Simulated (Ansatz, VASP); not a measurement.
# ZrOs in VASP and in Ansatz

```
Zr Os
1.0
     3.21890    0.00000    0.00000
     0.00000    3.21890    0.00000
     0.00000    0.00000    3.21890
Zr Os
1 1
Direct
  0.50000 0.50000 0.50000
  0.00000 0.00000 0.00000
```

Change from the starting cell: volume scaled by 0.96.

Alike in both runs: task single point; functional LDA; k mesh 13 × 13 × 13; occupations fermi-dirac, width 0.03 eV; no spin polarisation.

|  | VASP | Ansatz |
| --- | --- | --- |
| version | VASP 6.6.1 | Ansatz 0.2.0 |
| potentials or method | VASP PAW LDA potentials, release 64 (Zr_sv, Os), cutoff 520 eV | all-electron LAPW, scalar-relativistic |

|  | VASP | Ansatz | Ansatz less VASP |
| --- | --- | --- | --- |
| pressure (GPa) | 2.0 | 1.6 | -0.42 |

LDA's correlation is that of Perdew and Zunger in VASP and of Perdew and Wang (1992) in Ansatz. Ansatz ran all-electron here, and VASP with PAW potentials.

Neither program's run includes spin-orbit coupling.
